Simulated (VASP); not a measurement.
# KBr (Fm-3m) in VASP: notebook

Runs on KBr. Level: r2SCAN. Tasks: single point, relaxation of cell and atoms.

All numbers are computed with VASP 6.6.1; they aren't measurements. Logs are shortened: lines on timing, memory, paths and dates and some standing lists are left out, and cuts for length are marked.

### 1 The cell of the first run

The structure is cubic, space group Fm-3m (No. 225). Conventional cell: a = 6.604 Å, b = 6.604 Å, c = 6.604 Å, α = 90.00°, β = 90.00°, γ = 90.00°. K (site symmetry m-3m) has 6 Br at 3.30 Å within 4.3 Å. Within 4.3 Å of Br (site symmetry m-3m) lie 6 K at 3.30 Å.

### 2 Single point, r2SCAN

Input file POSCAR:

```
KBr
1.0
    3.3022249307      3.3022249307      0.0000000000
   -3.3022249307      3.3022249307      0.0000000000
    0.0000000000      3.3022249307      3.3022249307
K Br
1 1
Direct
    0.0000000000      0.0000000000      0.0000000000
    0.5000000000      0.5000000000      0.0000000000
```

Input file INCAR.step1:

```
ALGO = Normal
EDIFF = 1E-4
ENCUT = 520
GGA = PE
ISMEAR = 0
LASPH = T
LCHARG = F
LREAL = F
LWAVE = T
NBANDS = 15
NELM = 100
PREC = Accurate
SIGMA = 0.01
```

Input file INCAR.step2:

```
ALGO = Normal
EDIFF = 1E-6
ENCUT = 520
ISIF = 2
ISMEAR = 0
ISTART = 1
LASPH = T
LCHARG = T
LELF = T
LMIXTAU = T
LREAL = F
LVHAR = T
LWAVE = F
METAGGA = R2SCAN
NBANDS = 15
NELM = 100
PREC = Accurate
SIGMA = 0.01
```

Input file KPOINTS:

```
k-points
0
Gamma
  6 6 6
```

Potentials or basis: VASP PAW PBE potentials, release 64 (K_sv, Br).

Launch:

```
$ cat potpaw_PBE.64/K_sv/POTCAR potpaw_PBE.64/Br/POTCAR > POTCAR
$ cp INCAR.step1 INCAR
$ mpirun -np 1 vasp_std > vasp.out
$ cp INCAR.step2 INCAR
$ mpirun -np 1 vasp_std > vasp.out
```

OUTCAR:

```text
EDIFF = 1E-6
   ENCUT = 520
   ISIF = 2
   ISMEAR = 0
   ISTART = 1
   LASPH = T
   LREAL = F
   METAGGA = R2SCAN
   NELM = 100
   PREC = Accurate

 ion  position               nearest neighbor table
   1  0.000  0.000  0.000-   2 3.30   2 3.30   2 3.30   2 3.30   2 3.30   2 3.30
   2  0.500  0.500  0.000-   1 3.30   1 3.30   1 3.30   1 3.30   1 3.30   1 3.30

  LATTYP: Found a face centered cubic cell.
 ALAT       =     6.6044498614

  Lattice vectors:

 A1 = (   0.0000000000,   3.3022249307,   3.3022249307)
 A2 = (   3.3022249307,   0.0000000000,   3.3022249307)
 A3 = (   3.3022249307,   3.3022249307,   0.0000000000)

Analysis of symmetry for initial positions (statically):
=====================================================================
 Subroutine PRICEL returns:
 Original cell was already a primitive cell.

 Routine SETGRP: Setting up the symmetry group for a
 face centered cubic supercell.

 Subroutine GETGRP returns: Found 48 space group operations
 (whereof 48 operations were pure point group operations)
 out of a pool of 48 trial point group operations.

The static configuration has the point symmetry O_h .

Analysis of symmetry for dynamics (positions and initial velocities):
=====================================================================
 Subroutine PRICEL returns:
 Original cell was already a primitive cell.

 Routine SETGRP: Setting up the symmetry group for a
 face centered cubic supercell.

 Subroutine GETGRP returns: Found 48 space group operations
 (whereof 48 operations were pure point group operations)
 out of a pool of 48 trial point group operations.

The dynamic configuration has the point symmetry O_h .

 Subroutine INISYM returns: Found 48 space group operations
 (whereof 48 operations are pure point group operations),
 and found     1 'primitive' translations

----------------------------------------------------------------------------------------

                                     Primitive cell

  volume of cell :      72.0195

  direct lattice vectors                    reciprocal lattice vectors
     3.302224931  3.302224931  0.000000000     0.151413066  0.151413066 -0.151413066
    -3.302224931  3.302224931  0.000000000    -0.151413066  0.151413066 -0.151413066
     0.000000000  3.302224931  3.302224931     0.000000000  0.000000000  0.302826131

  length of vectors
     4.670051283  4.670051283  4.670051283     0.262255123  0.262255123  0.302826131

  position of ions in fractional coordinates (direct lattice)
     0.000000000  0.000000000  0.000000000
     0.500000000  0.500000000  0.000000000

  ion indices of the primitive-cell ions
   primitive index   ion index
                 1           1
                 2           2

----------------------------------------------------------------------------------------

 KPOINTS: k-points

Automatic generation of k-mesh.
 Grid dimensions read from file:
 generate k-points for:    6    6    6

 Generating k-lattice:

  Cartesian coordinates                     Fractional coordinates (reciprocal lattice)
     0.025235511  0.025235511 -0.025235511     0.166666667  0.000000000  0.000000000
    -0.025235511  0.025235511 -0.025235511     0.000000000  0.166666667  0.000000000
     0.000000000  0.000000000  0.050471022     0.000000000  0.000000000  0.166666667

  Length of vectors
     0.043709187  0.043709187  0.050471022

  Shift w.r.t. Gamma in fractional coordinates (k-lattice)
     0.000000000  0.000000000  0.000000000

 Subroutine IBZKPT returns following result:
 ===========================================

 Found     16 irreducible k-points:

 Following reciprocal coordinates:
            Coordinates               Weight
  0.000000  0.000000  0.000000      1.000000
  0.166667  0.000000  0.000000      8.000000
  0.333333  0.000000  0.000000      8.000000
  0.500000  0.000000  0.000000      4.000000
  0.166667  0.166667  0.000000     12.000000
  0.333333  0.166667  0.000000     24.000000
[... 8 lines left out ...]
  0.500000  0.333333  0.166667     24.000000
  0.500000  0.500000  0.166667     12.000000
   k-points           NKPTS =     16   k-points in BZ     NKDIM =     16   number of bands    NBANDS=     15
   number of dos      NEDOS =    301   number of ions     NIONS =      2
   total plane-waves  NPLWV =  46656
   dimension x,y,z NGX =    36 NGY =   36 NGZ =   36
   dimension x,y,z NGXF=    72 NGYF=   72 NGZF=   72
   ions per type =               1   1
   NGX,Y,Z   is equivalent  to a cutoff of  12.82, 12.82, 12.82 a.u.
   NGXF,Y,Z  is equivalent  to a cutoff of  25.63, 25.63, 25.63 a.u.
 SYSTEM =  unknown system
   PREC   = accura    normal or accurate (medium, high low for compatibility)
   ISTART =      1    job   : 0-new  1-cont  2-samecut
   ICHARG =      0    charge: 1-file 2-atom 10-const
   ISPIN  =      1    spin polarized calculation?
   LNONCOLLINEAR =      F non collinear calculations
   LSORBIT =      F    spin-orbit coupling
   LASPH  =      T    aspherical Exc in radial PAW
   ENCUT  =  520.0 eV  38.22 Ry    6.18 a.u.   8.68  8.68  8.68*2*pi/ulx,y,z
   NELM   =    100;   NELMIN=  2; NELMDL=  0     # of ELM steps
   EDIFF  = 0.1E-05   stopping-criterion for ELM
   LREAL  =      F    real-space projection
   EDIFFG = 0.1E-04   stopping-criterion for IOM
   NSW    =      0    number of steps for IOM
   IBRION =     -1    ionic relax: 0-MD 1-quasi-New 2-CG
   NFREE  =      0    steps in history (QN), initial steepest desc. (CG)
   ISIF   =      2    stress and relaxation
   ISYM   =      2    0-nonsym 1-usesym 2-fastsym
   POTIM  = 0.5000    time-step for ionic-motion
   TEBEG  =    0.0;   TEEND  =   0.0 temperature during run
   PSTRESS=    0.0 pullay stress
   NELECT =      16.0000    total number of electrons
   NUPDOWN=      -1.0000    fix difference up-down
   EMIN   =  10.00;   EMAX   =-10.00  energy-range for DOS
   EFERMI =   0.00;   METHOD = LEGACY
   ISMEAR =     0;   SIGMA  =   0.01  broadening in eV -4-tet -1-fermi 0-gaus
   EFERMI_NEDOS =   21; number of points for ismear=-14 and -15
   IALGO  =     38    algorithm
   IMIX   =      4    mixing-type and parameters
     AMIX     =   0.40;   BMIX     =  1.00
     AMIX_MAG =   1.60;   BMIX_MAG =  1.00
  volume/ion in A,a.u.               =      36.01       243.01
  Fermi-wavevector in a.u.,A,eV,Ry     =   0.991512  1.873687 13.375846  0.983097
  Thomas-Fermi vector in A             =   2.123259
   LORBIT       =      0    0 simple, 1 ext, 2 COOP (PROOUT), +10 PAW based schemes
   METAGGA = R2SCAN    functional components
   LHFCALC =     F    Hartree Fock is set to
   AEXX    =    0.0000 exact exchange contribution
   IVDW    =     0    specifies the selected vdW correction
   LEPSILON=     F    determine dielectric tensor
   LRPA    =     F    only Hartree local field effects (RPA)
 non-spin polarized calculation
 Gauss-broadening in eV      SIGMA  =   0.01
  energy-cutoff  :      520.00
  volume of cell :       72.02
 maximum number of plane-waves:      1964
 NGX is ok and might be reduce to    36
   NGX = 17   NGY = 17   NGZ = 17

 number of electron      15.9999997 magnetization

 Free energy of the ion-electron system (eV)
  ---------------------------------------------------
  ext. energy  EPLUGINS =         0.00000000
  ---------------------------------------------------
  free energy    TOTEN  =       -23.24865397 eV

  energy without entropy =      -23.24865397  energy(sigma->0) =      -23.24865397

 E-fermi :  -2.0139     XC(G=0):  -7.7401

 val. band max:       -2.1566666241   @ k =   0.0000   0.0000   0.0000
 cond. band min:       2.9170236288   @ k =   0.0000   0.0000   0.0000
 fundamental gap:      5.0736902529
 Fermi energy:        -2.0138984693

 k-point     1 :       0.0000    0.0000    0.0000
  band No.  band energies     occupation
      1     -31.0436      2.00000
      2     -14.8823      2.00000
      3     -13.7495      2.00000
      4     -13.7494      2.00000
      5     -13.7494      2.00000
      6      -2.1567      2.00000
      7      -2.1567      2.00000
      8      -2.1567      2.00000
      9       2.9170      0.00000
     10       6.0792      0.00000
     11       6.0792      0.00000
     12       6.0792      0.00000
     13       7.0586      0.00000
     14       7.0586      0.00000
     15       9.8912      0.00000

 k-point     2 :       0.1667    0.0000    0.0000
  band No.  band energies     occupation
      1     -31.0423      2.00000
      2     -14.9303      2.00000
      3     -13.7507      2.00000
      4     -13.7506      2.00000
      5     -13.6823      2.00000
      6      -2.5090      2.00000
      7      -2.2431      2.00000
      8      -2.2431      2.00000
      9       3.5664      0.00000
     10       5.8971      0.00000
     11       6.4177      0.00000
     12       6.4177      0.00000
     13       7.4261      0.00000
     14       7.4261      0.00000
     15      10.8788      0.00000

 k-point     3 :       0.3333    0.0000    0.0000
  band No.  band energies     occupation
      1     -31.0396      2.00000
      2     -15.0137      2.00000
      3     -13.7530      2.00000
      4     -13.7530      2.00000
      5     -13.5597      2.00000
      6      -3.0770      2.00000
      7      -2.4061      2.00000
      8      -2.4061      2.00000
      9       4.6347      0.00000
     10       6.1589      0.00000
     11       7.3267      0.00000
     12       7.3267      0.00000
     13       8.3494      0.00000
     14       8.3494      0.00000
     15      10.2222      0.00000
[... 199 lines left out ...]
 k-point    15 :       0.5000    0.3333    0.1667
  band No.  band energies     occupation
      1     -31.0370      2.00000
      2     -14.9235      2.00000
      3     -13.7964      2.00000
      4     -13.7836      2.00000
      5     -13.6239      2.00000
      6      -2.9758      2.00000
      7      -2.6858      2.00000
      8      -2.5490      2.00000
      9       5.6028      0.00000
     10       5.9891      0.00000
     11       7.2577      0.00000
     12       7.8099      0.00000
     13       8.9477      0.00000
     14       9.3355      0.00000
     15       9.7887      0.00000

 k-point    16 :       0.5000    0.5000    0.1667
  band No.  band energies     occupation
      1     -31.0366      2.00000
      2     -14.8520      2.00000
      3     -13.8235      2.00000
      4     -13.7972      2.00000
      5     -13.6855      2.00000
      6      -2.8700      2.00000
      7      -2.6247      2.00000
      8      -2.6074      2.00000
      9       4.9576      0.00000
     10       6.6080      0.00000
     11       6.7190      0.00000
     12       7.9403      0.00000
     13       8.6967      0.00000
     14       9.4240      0.00000
     15       9.9504      0.00000

------------------------ aborting loop because EDIFF is reached ----------------------------------------

  FORCE on cell =-STRESS in cart. coord.  units (eV):
  Direction    XX          YY          ZZ          XY          YZ          ZX
  --------------------------------------------------------------------------------------
  -------------------------------------------------------------------------------------
  Total        0.0131812      0.0131812      0.0131812      0.0000000      0.0000000      0.0000000
  in kB        0.2932351      0.2932351      0.2932351      0.0000000      0.0000000      0.0000000
  external PRESSURE =       0.2932351 kB  Pullay stress =       0.0000000 kB

 VOLUME and BASIS-vectors are now :
 -----------------------------------------------------------------------------
  energy-cutoff  :      520.00
  volume of cell :       72.02
      direct lattice vectors                 reciprocal lattice vectors
     3.302224931  3.302224931  0.000000000     0.151413066  0.151413066 -0.151413066
    -3.302224931  3.302224931  0.000000000    -0.151413066  0.151413066 -0.151413066
     0.000000000  3.302224931  3.302224931     0.000000000  0.000000000  0.302826131

 POSITION                                       TOTAL-FORCE (eV/Angst)
 -----------------------------------------------------------------------------------
      0.00000      0.00000      0.00000         0.000000      0.000000      0.000000
      0.00000      3.30222      0.00000         0.000000     -0.000000      0.000000
 -----------------------------------------------------------------------------------
    total drift:                               -0.000000      0.000000     -0.000000

  FREE ENERGIE OF THE ION-ELECTRON SYSTEM (eV)
  ---------------------------------------------------
  free  energy   TOTEN  =       -23.2486539750 eV

  energy  without entropy=      -23.2486539750  energy(sigma->0) =      -23.24865397
```

It took 97 s on 1 thread of Oxide Virtual Turin-like, shared host; peak memory 0.18 GiB.

What came out:

```
Free energy            : -23.2487 eV
Pressure               : 0.0 GPa
Band gap on the k mesh : 5.07 eV
```

Caveat: the PAW data sets were made with another functional, which shifts forces and pressure a little.

### 3 Single point, r2SCAN

POSCAR is that of step 2.

Input file INCAR.step1:

```
PREC = Accurate
ENCUT = 520
ISMEAR = -1
SIGMA = 0.1
LREAL = False
LASPH = True
NELM = 80
NBANDS = 15
GGA = PE
ALGO = Normal
EDIFF = 1E-4
LWAVE = True
LCHARG = False
```

Input file INCAR.step2:

```
PREC = Accurate
ENCUT = 520
EDIFF = 1E-6
ISMEAR = -1
SIGMA = 0.1
LREAL = False
LASPH = True
NELM = 80
ALGO = Normal
ISIF = 2
LWAVE = False
LCHARG = False
METAGGA = R2SCAN
LMIXTAU = True
NBANDS = 15
ISTART = 1
```

Input file KPOINTS:

```
regular mesh
0
Gamma
  10 10 10
```

Potentials or basis: VASP PAW PBE potentials, release 64 (K_sv, Br).

Launch:

```
$ cat potpaw_PBE.64/K_sv/POTCAR potpaw_PBE.64/Br/POTCAR > POTCAR
$ cp INCAR.step1 INCAR
$ mpirun -np 1 vasp_std > vasp.out
$ cp INCAR.step2 INCAR
$ mpirun -np 1 vasp_std > vasp.out
```

It took 3.8 min on 1 thread of Oxide Virtual Turin-like, shared host; peak memory 0.21 GiB.

It converged, with:

```yaml
Free_energy: -23.2487 eV
Pressure: 0.0 GPa
Band_gap_on_the_k_mesh: 5.07 eV
```

Levels at points of the mesh, in eV from the valence-band top:
```tsv
k point	band 5	band 6	band 7	band 8	band 9	band 10	band 11	band 12
(0.00, 0.00, 0.00)	-11.59	0.00	0.00	0.00	5.07	8.24	8.24	8.24
(0.50, 0.00, 0.00)	-11.35	-1.16	-0.33	-0.33	7.13	8.87	10.53	10.53
(0.50, 0.50, 0.00)	-11.63	-0.82	-0.29	-0.29	6.36	8.02	10.12	10.20
```

Caveat: the PAW data sets were made with another functional, which shifts forces and pressure a little. A k mesh can miss the band edges.

### 4 Relaxation of cell and atoms, r2SCAN

This run uses another cell than the first one, of 35.94 Å³/atom.

Input file POSCAR:

```
KBr
1.0
    3.3000000000      3.3000000000      0.0000000000
   -3.3000000000      3.3000000000      0.0000000000
    0.0000000000      3.3000000000      3.3000000000
K Br
1 1
Direct
    0.0000000000      0.0000000000      0.0000000000
    0.5000000000      0.5000000000      0.0000000000
```

Input file INCAR.step1:

```
  PREC = Accurate
  ENCUT = 600
  ISMEAR = -1
  SIGMA = 0.1
  LREAL = False
  LASPH = True
  NELM = 80
  GGA = PE
  ALGO = Normal
  EDIFF = 1E-4
  LWAVE = True
  LCHARG = False
```

Input file INCAR.step2:

```
  PREC = Accurate
  ENCUT = 600
  EDIFF = 1E-6
  ISMEAR = -1
  SIGMA = 0.1
  LREAL = False
  LASPH = True
  NELM = 80
  ALGO = Normal
  ISIF = 3
  LWAVE = False
  LCHARG = False
  METAGGA = R2SCAN
  LMIXTAU = True
  IBRION = 2
  NSW = 100
  EDIFFG = -0.002
  ISTART = 1
```

Input file KPOINTS:

```
Automatic mesh
0
Gamma
  10 10 10
```

Launch:

```
$ cat potpaw_PBE.64/K_sv/POTCAR potpaw_PBE.64/Br/POTCAR > POTCAR
$ cp INCAR.step1 INCAR
$ mpirun -np 1 vasp_std > vasp.out
$ cp INCAR.step2 INCAR
$ mpirun -np 1 vasp_std > vasp.out
```

Run time: 11 min. Hardware: 1 thread of Oxide Virtual Turin-like, shared host; peak memory 0.26 GiB.

It converged, with:

| Quantity | Value |
| --- | --- |
| Free energy | -23.2497 eV |
| Relaxed volume | 36.11 Å³/atom |
| Relaxed cell | a = 4.674 Å, b = 4.674 Å, c = 4.674 Å, α = 60.00°, β = 60.00°, γ = 90.00° |
| Space group after relaxing (to 0.1 Å) | Fm-3m (No. 225) |
| Energy gained by relaxing | 0.0 meV/atom |
| Ionic steps | 4 |
| Pressure after relaxing | 0.0 GPa |
| Band gap on the k mesh | 5.07 eV |

Final structure:
```
CELL_PARAMETERS angstrom
3.30515 3.30515 0.00000
-3.30515 3.30515 0.00000
0.00000 3.30515 3.30515
ATOMIC_POSITIONS crystal
K 0.00000 0.00000 0.00000
Br 0.50000 0.50000 0.00000
```

Levels at points of the mesh, in eV from the valence-band top:
| k point | band 6 | band 7 | band 8 | band 9 | band 10 | band 11 |
| --- | --- | --- | --- | --- | --- | --- |
| (0.00, 0.00, 0.00) | 0.00 | 0.00 | 0.00 | 5.07 | 8.24 | 8.24 |
| (0.50, 0.00, 0.00) | -1.16 | -0.32 | -0.32 | 7.12 | 8.85 | 10.52 |
| (0.50, 0.50, 0.00) | -0.82 | -0.29 | -0.29 | 6.36 | 8.01 | 10.11 |

Caveat: the PAW data sets were made with another functional, which shifts forces and pressure a little. Zero-point motion and thermal expansion aren't in these numbers.

### 5 The runs side by side

```tsv
task	cell	k mesh	cutoff (eV)	smearing	gap on the mesh (eV)	pressure (GPa)
single point	a = 4.670 Å, angles 60.0, 60.0, 90.0°, 2 atoms	6 × 6 × 6	520	gaussian 0.01 eV	5.07	0.0
single point	a = 4.670 Å, angles 60.0, 60.0, 90.0°, 2 atoms	10 × 10 × 10	520	fermi-dirac 0.1 eV	5.07	0.0
relaxation of cell and atoms	relaxed from a = 4.667 Å, angles 60.0, 60.0, 90.0°, 2 atoms	10 × 10 × 10	600	fermi-dirac 0.1 eV	5.07	0.0
```

Alike in all rows: level r2SCAN; potentials or basis VASP PAW PBE potentials, release 64 (K_sv, Br); no spin polarisation.

Caveats: the PAW data sets were made with another functional, which shifts forces and pressure a little.

Total energies depend on the potentials used, so only differences within one code and one set of settings carry meaning.
